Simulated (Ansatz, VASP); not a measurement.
## GaN in VASP and in Ansatz

INCAR

```
SYSTEM = GaN
PREC     = Accurate       ! precision mode
ENCUT    = 520            ! plane-wave cutoff, eV
EDIFF    = 1E-6           ! SCF threshold, eV
ISMEAR   = 0              ! smearing method
SIGMA    = 0.05           ! smearing width, eV
LREAL    = .False.        ! projectors in reciprocal space
LASPH    = .True.         ! aspherical terms in the spheres
NELM     = 60             ! most SCF steps
ALGO     = Normal         ! electronic algorithm
ISIF     = 2              ! what is computed and relaxed
LWAVE    = .False.        ! write WAVECAR
LCHARG   = .False.        ! write CHGCAR
GGA      = PE             ! functional
NBANDS   = 16             ! bands
```

KPOINTS

```
Automatic mesh
0
Gamma
  10 10 10
  0 0 0
```

Contents of POSCAR:

```
GaN
1.0
    0.0000000000      2.3661756379      2.1408255771
    2.3661756379      0.0000000000      2.1408255771
    2.3661756379      2.3661756379      0.0000000000
Ga N
1 1
Direct
    0.0000000000      0.0000000000      0.0000000000
    0.7500000000      0.7500000000      0.7500000000
```

Input for Ansatz:

```yaml
crystal:
  lattice:
    - [0.0, 2.3661756379, 2.1408255771]
    - [2.3661756379, 0.0, 2.1408255771]
    - [2.3661756379, 2.3661756379, 0.0]
  atoms:
    - { symbol: Ga, position: [0.0, 0.0, 0.0] }
    - { symbol: "N", position: [0.75, 0.75, 0.75] }
basis:
  ecutwfc: 420
kpoints:
  mp_grid: { grid: [10, 10, 10] }
hamiltonian:
  xc: pbe
scf:
  occupations: { method: gaussian, width: 0.05 }
output:
  forces: true
  stress: true
  eigenvalues: true
```

Change from the starting cell: strain +0.050 along x and y, -0.050 along z, atoms carried along.

Alike in both runs: task single point; functional PBE; k mesh 10 × 10 × 10; occupations gaussian, width 0.05 eV; no spin polarisation.

|  | VASP | Ansatz |
| --- | --- | --- |
| version | VASP 6.6.1 | Ansatz 0.2.0 |
| potentials or method | VASP PAW PBE potentials, release 64 (Ga_d, N), cutoff 520 eV | scalar-relativistic, plane waves, PAW |
| valence electrons in the cell | 18 | 18 |

```tsv
	VASP	Ansatz	Ansatz less VASP
gap on the k mesh at the Fermi level (eV)	1.14	1.14	-0.004
least direct gap on the mesh (eV)	1.14	1.14	-0.004
pressure (GPa)	-3.6	-3.7	-0.15
traceless stress, the component that is largest in VASP (GPa)	6.64	6.64	+0.006
```
